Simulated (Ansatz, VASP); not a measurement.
**Two plane-wave programs on SiGe**

```
CELL_PARAMETERS angstrom
3.84209 0.00000 0.00000
-1.92104 3.32735 0.00000
0.00000 0.00000 6.50076
ATOMIC_POSITIONS crystal
Si 0.33333 0.66667 0.99994
Si 0.66667 0.33333 0.49994
Ge 0.33333 0.66667 0.37406
Ge 0.66667 0.33333 0.87406
```

Change from the starting cell: strained cell.

Alike in both runs: task relaxation of the atoms; functional PBEsol; k mesh 9 × 9 × 6; occupations gaussian, width 0.02 eV; no spin polarisation.

|  | VASP | Ansatz |
| --- | --- | --- |
| version | VASP 6.6.1 | Ansatz 0.2.0 |
| potentials or method | VASP PAW PBE potentials, release 64 (Si, Ge_d), cutoff 450 eV | scalar-relativistic, plane waves, PAW |
| valence electrons in the cell | 36 | 36 |

|  | VASP | Ansatz | Ansatz less VASP |
| --- | --- | --- | --- |
| gap on the k mesh at the Fermi level, each at its own relaxed structure (eV) | 0.29 | 0.29 | -0.001 |

VASP's potentials were made for PBE, not for PBEsol, and Ansatz warns of the same on its side. Ansatz's warnings: stress scf threshold loose.
